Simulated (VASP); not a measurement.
Write the native input for VASP 6.6.1 that does the following.

```yaml
Task: single point
Functional: r2SCAN
Dispersion: D3(BJ)
Potentials_or_basis: VASP PAW PBE potentials, release 64 (Lu, Br)
Cutoff: 520 eV
k_mesh: 9 × 9 × 3
Occupations: fermi-dirac, width 0.05 eV
Spin: no spin polarisation
Dipole_correction: no
Further_INCAR_settings: ALGO = Normal; EDIFF = 1e-06; NBANDS = 40
```

The system is LuBr.

```
Lu Br
1.0
     3.60687    0.00000    0.00000
    -1.80344    3.12364    0.00000
     0.00000    0.00000    9.87175
Lu Br
2 2
Direct
  0.66667 0.33333 0.83099
  0.33333 0.66667 0.33099
  0.66667 0.33333 0.54401
  0.33333 0.66667 0.04401
```

One way to write it, as run:

POSCAR

```
LuBr
1.0
    3.6068742112      0.0000000000      0.0000000000
   -1.8034371056      3.1236446952      0.0000000000
    0.0000000000      0.0000000000      9.8717490000
Lu Br
2 2
Direct
    0.6666666667      0.3333333333      0.8309900000
    0.3333333333      0.6666666667      0.3309900000
    0.6666666667      0.3333333333      0.5440110000
    0.3333333333      0.6666666667      0.0440110000
```

INCAR.step1

```
  PREC = Accurate
  ENCUT = 520
  ISMEAR = -1
  SIGMA = 0.05
  LREAL = F
  LASPH = T
  NELM = 100
  NBANDS = 40
  GGA = PE
  ALGO = Normal
  EDIFF = 1E-4
  LWAVE = T
  LCHARG = F
```

INCAR.step2

```
  PREC = Accurate
  ENCUT = 520
  EDIFF = 1E-6
  ISMEAR = -1
  SIGMA = 0.05
  LREAL = F
  LASPH = T
  NELM = 100
  ALGO = Normal
  ISIF = 2
  LWAVE = F
  LCHARG = T
  METAGGA = R2SCAN
  LMIXTAU = T
  IVDW = 12
  VDW_S6 = 1.0
  VDW_S8 = 0.78981345
  VDW_A1 = 0.49484001
  VDW_A2 = 5.73083694
  LELF = T
  LVHAR = T
  NBANDS = 40
  ISTART = 1
```

KPOINTS

```
regular mesh
0
Gamma
  9 9 3
```

Potentials or basis: VASP PAW PBE potentials, release 64 (Lu, Br).

The run is started by

```sh
$ cat potpaw_PBE.64/Lu/POTCAR potpaw_PBE.64/Br/POTCAR > POTCAR
$ cp INCAR.step1 INCAR
$ mpirun -np 1 vasp_std > vasp.out
$ cp INCAR.step2 INCAR
$ mpirun -np 1 vasp_std > vasp.out
```

Results of the run:

```yaml
Pressure: -1.4 GPa
Largest_force: 0.027 eV/Å
Band_gap_on_the_k_mesh: zero (bands 32 and 33 overlap by 0.20 eV)
Dispersion_energy_per_atom: -0.150 eV
```

Caveat: three body term missing; the PAW data sets were made with another functional, which shifts forces and pressure a little; spin-orbit coupling is left out, which moves the levels of the heavy elements.

Wall time 4.7 min on 1 thread of Intel(R) Xeon(R) Platinum 8488C (Sapphire Rapids), on a shared host, peak memory 0.32 GiB.
